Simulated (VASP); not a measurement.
# AlP (F-43m) in VASP: further runs, part 2 of 2

VASP 6.6.1. Earlier steps stand in the parts before.

## 3. Single point, PBE (volume changed by -3%)

Input file INCAR:

```
SYSTEM = AlP
PREC = Accurate
ENCUT = 500
EDIFF = 1E-6
ISMEAR = 0
SIGMA = 0.01
LREAL = .FALSE.
LASPH = .TRUE.
NELM = 120
ALGO = Normal
ISIF = 2
LWAVE = .FALSE.
LCHARG = .FALSE.
GGA = PE
NBANDS = 11
GGA_COMPAT = .FALSE.
```

Input file KPOINTS:

```
Automatic mesh
0
G
  6 6 6
  0 0 0
```

Input file POSCAR:

```
AlP
1.0
    0.0000000000      2.7255865498      2.7255865498
    2.7255865498      0.0000000000      2.7255865498
    2.7255865498      2.7255865498      0.0000000000
Al P
1 1
Direct
    0.0000000000      0.0000000000      0.0000000000
    0.2500000000      0.2500000000      0.2500000000
```

Potentials or basis: VASP PAW PBE potentials, release 64 (Al, P).

Started as:

```
cat potpaw_PBE.64/Al/POTCAR potpaw_PBE.64/P/POTCAR > POTCAR
mpirun -np 1 vasp_std > vasp.out
```

OUTCAR:

```text
SYSTEM = AlP
   PREC = Accurate
   ENCUT = 500
   EDIFF = 1E-6
   ISMEAR = 0
   LREAL = .FALSE.
   LASPH = .TRUE.
   NELM = 120
   ISIF = 2
   GGA = PE

 ion  position               nearest neighbor table
   1  0.000  0.000  0.000-   2 2.36   2 2.36   2 2.36   2 2.36
   2  0.250  0.250  0.250-   1 2.36   1 2.36   1 2.36   1 2.36

  LATTYP: Found a face centered cubic cell.
 ALAT       =     5.4511730996

  Lattice vectors:

 A1 = (   0.0000000000,   2.7255865498,   2.7255865498)
 A2 = (   2.7255865498,   0.0000000000,   2.7255865498)
 A3 = (   2.7255865498,   2.7255865498,   0.0000000000)

Analysis of symmetry for initial positions (statically):
=====================================================================
 Subroutine PRICEL returns:
 Original cell was already a primitive cell.

 Routine SETGRP: Setting up the symmetry group for a
 face centered cubic supercell.

 Subroutine GETGRP returns: Found 24 space group operations
 (whereof 24 operations were pure point group operations)
 out of a pool of 48 trial point group operations.

The static configuration has the point symmetry T_d .

Analysis of symmetry for dynamics (positions and initial velocities):
=====================================================================
 Subroutine PRICEL returns:
 Original cell was already a primitive cell.

 Routine SETGRP: Setting up the symmetry group for a
 face centered cubic supercell.

 Subroutine GETGRP returns: Found 24 space group operations
 (whereof 24 operations were pure point group operations)
 out of a pool of 48 trial point group operations.

The dynamic configuration has the point symmetry T_d .

 Subroutine INISYM returns: Found 24 space group operations
 (whereof 24 operations are pure point group operations),
 and found     1 'primitive' translations

----------------------------------------------------------------------------------------

                                     Primitive cell

  volume of cell :      40.4958

  direct lattice vectors                    reciprocal lattice vectors
     0.000000000  2.725586550  2.725586550    -0.183446752  0.183446752  0.183446752
     2.725586550  0.000000000  2.725586550     0.183446752 -0.183446752  0.183446752
     2.725586550  2.725586550  0.000000000     0.183446752  0.183446752 -0.183446752

  length of vectors
     3.854561464  3.854561464  3.854561464     0.317739095  0.317739095  0.317739095

  position of ions in fractional coordinates (direct lattice)
     0.000000000  0.000000000  0.000000000
     0.250000000  0.250000000  0.250000000

  ion indices of the primitive-cell ions
   primitive index   ion index
                 1           1
                 2           2

----------------------------------------------------------------------------------------

 KPOINTS: Automatic mesh

Automatic generation of k-mesh.
 Grid dimensions read from file:
 generate k-points for:    6    6    6

 Generating k-lattice:

  Cartesian coordinates                     Fractional coordinates (reciprocal lattice)
    -0.030574459  0.030574459  0.030574459     0.166666667  0.000000000  0.000000000
     0.030574459 -0.030574459  0.030574459     0.000000000  0.166666667  0.000000000
     0.030574459  0.030574459 -0.030574459     0.000000000  0.000000000  0.166666667

  Length of vectors
     0.052956516  0.052956516  0.052956516

  Shift w.r.t. Gamma in fractional coordinates (k-lattice)
     0.000000000  0.000000000  0.000000000

 Subroutine IBZKPT returns following result:
 ===========================================

 Found     16 irreducible k-points:

 Following reciprocal coordinates:
            Coordinates               Weight
  0.000000  0.000000  0.000000      1.000000
  0.166667  0.000000  0.000000      8.000000
  0.333333  0.000000  0.000000      8.000000
  0.500000  0.000000  0.000000      4.000000
  0.166667  0.166667  0.000000      6.000000
  0.333333  0.166667  0.000000     24.000000
[... 8 lines left out ...]
 -0.333333  0.333333  0.166667     24.000000
 -0.333333  0.500000  0.166667     12.000000
   k-points           NKPTS =     16   k-points in BZ     NKDIM =     16   number of bands    NBANDS=     11
   number of dos      NEDOS =    301   number of ions     NIONS =      2
   total plane-waves  NPLWV =  21952
   dimension x,y,z NGX =    28 NGY =   28 NGZ =   28
   dimension x,y,z NGXF=    56 NGYF=   56 NGZF=   56
   ions per type =               1   1
   NGX,Y,Z   is equivalent  to a cutoff of  12.08, 12.08, 12.08 a.u.
   NGXF,Y,Z  is equivalent  to a cutoff of  24.15, 24.15, 24.15 a.u.
 SYSTEM =  AlP
   PREC   = accura    normal or accurate (medium, high low for compatibility)
   ISTART =      0    job   : 0-new  1-cont  2-samecut
   ICHARG =      2    charge: 1-file 2-atom 10-const
   ISPIN  =      1    spin polarized calculation?
   LNONCOLLINEAR =      F non collinear calculations
   LSORBIT =      F    spin-orbit coupling
   LASPH  =      T    aspherical Exc in radial PAW
   ENCUT  =  500.0 eV  36.75 Ry    6.06 a.u.   7.03  7.03  7.03*2*pi/ulx,y,z
   NELM   =    120;   NELMIN=  2; NELMDL= -5     # of ELM steps
   EDIFF  = 0.1E-05   stopping-criterion for ELM
   LREAL  =      F    real-space projection
   EDIFFG = 0.1E-04   stopping-criterion for IOM
   NSW    =      0    number of steps for IOM
   IBRION =     -1    ionic relax: 0-MD 1-quasi-New 2-CG
   NFREE  =      0    steps in history (QN), initial steepest desc. (CG)
   ISIF   =      2    stress and relaxation
   ISYM   =      2    0-nonsym 1-usesym 2-fastsym
   POTIM  = 0.5000    time-step for ionic-motion
   TEBEG  =    0.0;   TEEND  =   0.0 temperature during run
   PSTRESS=    0.0 pullay stress
   NELECT =       8.0000    total number of electrons
   NUPDOWN=      -1.0000    fix difference up-down
   EMIN   =  10.00;   EMAX   =-10.00  energy-range for DOS
   EFERMI =   0.00;   METHOD = LEGACY
   ISMEAR =     0;   SIGMA  =   0.01  broadening in eV -4-tet -1-fermi 0-gaus
   EFERMI_NEDOS =   21; number of points for ismear=-14 and -15
   IALGO  =     38    algorithm
   IMIX   =      4    mixing-type and parameters
     AMIX     =   0.40;   BMIX     =  1.00
     AMIX_MAG =   1.60;   BMIX_MAG =  1.00
  volume/ion in A,a.u.               =      20.25       136.64
  Fermi-wavevector in a.u.,A,eV,Ry     =   0.953458  1.801774 12.368811  0.909082
  Thomas-Fermi vector in A             =   2.082115
   LORBIT       =      0    0 simple, 1 ext, 2 COOP (PROOUT), +10 PAW based schemes
   GGA     = PE    functional components
   LHFCALC =     F    Hartree Fock is set to
   AEXX    =    0.0000 exact exchange contribution
   IVDW    =     0    specifies the selected vdW correction
   LEPSILON=     F    determine dielectric tensor
   LRPA    =     F    only Hartree local field effects (RPA)
 non-spin polarized calculation
 Gauss-broadening in eV      SIGMA  =   0.01
  energy-cutoff  :      500.00
  volume of cell :       40.50
 maximum number of plane-waves:      1056
   NGX = 13   NGY = 13   NGZ = 13

 number of electron       8.0000000 magnetization

 Free energy of the ion-electron system (eV)
  ---------------------------------------------------
  ext. energy  EPLUGINS =         0.00000000
  ---------------------------------------------------
  free energy    TOTEN  =       -10.35913805 eV

  energy without entropy =      -10.35913805  energy(sigma->0) =      -10.35913805

 E-fermi :   4.7538     XC(G=0):  -9.2258

 val. band max:        4.6294312773   @ k =   0.0000   0.0000   0.0000
 cond. band min:       6.1962825956   @ k =   0.5000   0.5000   0.0000
 fundamental gap:      1.5668513183
 Fermi energy:         4.7537951419

 k-point     1 :       0.0000    0.0000    0.0000
  band No.  band energies     occupation
      1      -6.9045      2.00000
      2       4.6294      2.00000
      3       4.6294      2.00000
      4       4.6294      2.00000
      5       7.9763      0.00000
      6       9.1950      0.00000
      7       9.1950      0.00000
      8       9.1950      0.00000
      9      13.4673      0.00000
     10      13.4673      0.00000
     11      14.9522      0.00000
[... 197 lines left out ...]
 k-point    16 :      -0.3333    0.5000    0.1667
  band No.  band energies     occupation
      1      -4.5066      2.00000
      2      -0.4274      2.00000
      3       1.7054      2.00000
      4       1.9481      2.00000
      5       7.9441      0.00000
      6       8.9478      0.00000
      7      12.3054      0.00000
      8      12.6553      0.00000
      9      15.9227      0.00000
     10      16.6113      0.00000
     11      17.9499      0.00000

------------------------ aborting loop because EDIFF is reached ----------------------------------------

  FORCE on cell =-STRESS in cart. coord.  units (eV):
  Direction    XX          YY          ZZ          XY          YZ          ZX
  --------------------------------------------------------------------------------------
  -------------------------------------------------------------------------------------
  Total        0.6758548      0.6758548      0.6758548     -0.0000000      0.0000000      0.0000000
  in kB       26.7395461     26.7395461     26.7395461     -0.0000000      0.0000000      0.0000000
  external PRESSURE =      26.7395461 kB  Pullay stress =       0.0000000 kB

 VOLUME and BASIS-vectors are now :
 -----------------------------------------------------------------------------
  energy-cutoff  :      500.00
  volume of cell :       40.50
      direct lattice vectors                 reciprocal lattice vectors
     0.000000000  2.725586550  2.725586550    -0.183446752  0.183446752  0.183446752
     2.725586550  0.000000000  2.725586550     0.183446752 -0.183446752  0.183446752
     2.725586550  2.725586550  0.000000000     0.183446752  0.183446752 -0.183446752

 POSITION                                       TOTAL-FORCE (eV/Angst)
 -----------------------------------------------------------------------------------
      0.00000      0.00000      0.00000         0.000000      0.000000      0.000000
      1.36279      1.36279      1.36279        -0.000000     -0.000000     -0.000000
 -----------------------------------------------------------------------------------
    total drift:                               -0.000000     -0.000000      0.000000

  FREE ENERGIE OF THE ION-ELECTRON SYSTEM (eV)
  ---------------------------------------------------
  free  energy   TOTEN  =       -10.3591380511 eV

  energy  without entropy=      -10.3591380511  energy(sigma->0) =      -10.35913805
```

OSZICAR:

```text
N       E                     dE             d eps       ncg     rms          rms(c)
DAV:   1     0.100677497557E+02    0.10068E+02   -0.27899E+03   352   0.514E+02
DAV:   2    -0.990515371978E+01   -0.19973E+02   -0.18831E+02   459   0.887E+01
DAV:   3    -0.107074472174E+02   -0.80229E+00   -0.80126E+00   458   0.170E+01
DAV:   4    -0.107141311691E+02   -0.66840E-02   -0.66832E-02   438   0.188E+00
DAV:   5    -0.107142461244E+02   -0.11496E-03   -0.11495E-03   434   0.226E-01    0.454E+00
DAV:   6    -0.104029405112E+02    0.31131E+00   -0.61813E-01   403   0.293E+00    0.290E+00
DAV:   7    -0.103585816632E+02    0.44359E-01   -0.22432E-01   406   0.193E+00    0.146E+00
DAV:   8    -0.103590580860E+02   -0.47642E-03   -0.15479E-02   403   0.608E-01    0.234E-01
DAV:   9    -0.103589745724E+02    0.83514E-04   -0.72577E-04   431   0.149E-01    0.949E-02
DAV:  10    -0.103591339504E+02   -0.15938E-03   -0.23839E-04   394   0.817E-02    0.111E-02
DAV:  11    -0.103591374310E+02   -0.34806E-05   -0.23623E-05   443   0.219E-02    0.107E-02
DAV:  12    -0.103591380511E+02   -0.62018E-06   -0.13099E-06   419   0.659E-03
   1 F= -.10359138E+02 E0= -.10359138E+02  d E =-.530001E-71
```

stdout:

```text
POSCAR found type information on POSCAR AlP
 POSCAR found :  2 types and       2 ions
 scaLAPACK will be used
 LDA part: xc-table for (Slater+PW92), standard interpolation
 POSCAR, INCAR and KPOINTS ok, starting setup
 FFT: planning ... GRIDC
 FFT: planning ... GRID_SOFT
 FFT: planning ... GRID
 WAVECAR not read
 entering main loop
```

It took 6.5 s on 1 thread of AMD EPYC 7R13, shared host; peak memory 0.15 GiB.

What came out:

```
Free energy            : -10.3591 eV
Pressure               : 2.7 GPa
Band gap on the k mesh : 1.57 eV, indirect (least direct gap 3.35 eV)
```
